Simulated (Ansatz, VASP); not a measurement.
**Two plane-wave programs on Al3C4**

```
Al C
1.0
     4.08900    0.00000    0.00000
     0.00000    4.08900    0.00000
     0.00000    0.00000    4.90381
Al C
3 4
Direct
  0.00000 0.00000 0.25991
  0.00000 0.00000 0.74009
  0.50000 0.50000 0.00000
  0.31899 0.31899 0.50000
  0.68101 0.68101 0.50000
  0.68101 0.31899 0.50000
  0.31899 0.68101 0.50000
```

Alike in both runs: functional PBE; k mesh 10 × 10 × 8; occupations gaussian, width 0.1 eV; no spin polarisation.

Ansatz relaxed the structure, and its values are those at the end. VASP's run is a single point on that final structure, the one shown.

|  | VASP | Ansatz |
| --- | --- | --- |
| version | VASP 6.6.1 | Ansatz 0.2.0 |
| potentials or method | VASP PAW PBE potentials, release 64 (Al, C), cutoff 520 eV | scalar-relativistic, plane waves, PAW |
| valence electrons in the cell | 25 | 25 |

Ansatz gave:

* gap on the k mesh at the Fermi level (eV): none
* pressure (GPa): 0.0
* rms of the force components (eV/Å): 0.001

Problem. Estimate VASP's values.

Solution. gap on the k mesh at the Fermi level (eV): none; pressure (GPa): 0.2; rms of the force components (eV/Å): 0.039.

A gap of «none» marks a metal or a gap that the smearing closes.
